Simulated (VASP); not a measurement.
## SrCl2: single point with PBE

Crystal: SrCl2.

```
Sr Cl
1.0
     0.00000    3.37282    3.37282
     3.37282    0.00000    3.37282
     3.37282    3.37282    0.00000
Sr Cl
1 2
Direct
  0.50000 0.50000 0.50000
  0.25000 0.25000 0.25000
  0.75000 0.75000 0.75000
```

This cell differs from its parent crystal: volume scaled by 0.88.

* Program: VASP 6.6.1
* Task: single point
* Functional: PBE
* Potentials or basis: VASP PAW PBE potentials, release 64 (Sr_sv, Cl)
* Cutoff: 500 eV
* k mesh: 6 × 6 × 6
* Occupations: gaussian, width 0.02 eV
* Spin: no spin polarisation
* Dipole correction: no
* Further INCAR settings: ALGO = Normal; EDIFF = 1e-06; NBANDS = 19

* Pressure: 5.9 GPa
* Band gap on the k mesh: 5.44 eV, direct

Levels at points of the mesh, in eV from the valence-band top:
```csv
k point,band 9,band 10,band 11,band 12,band 13,band 14,band 15,band 16
"(0.00, 0.00, 0.00)",-2.50,-0.38,-0.38,-0.38,5.74,6.03,6.03,9.20
"(0.50, 0.00, 0.00)",-1.69,-1.51,-1.19,-1.19,6.77,6.77,7.85,7.99
"(0.50, 0.50, 0.00)",-2.12,-0.49,-0.49,0.00,5.44,7.31,7.84,8.29
```

Wall time 19 s on 1 thread of Intel(R) Xeon(R) Platinum 8259CL CPU @ 2.50GHz (Skylake/Cascade Lake) (shared host), peak memory 0.2 GiB.

 A k mesh can miss the band edges.
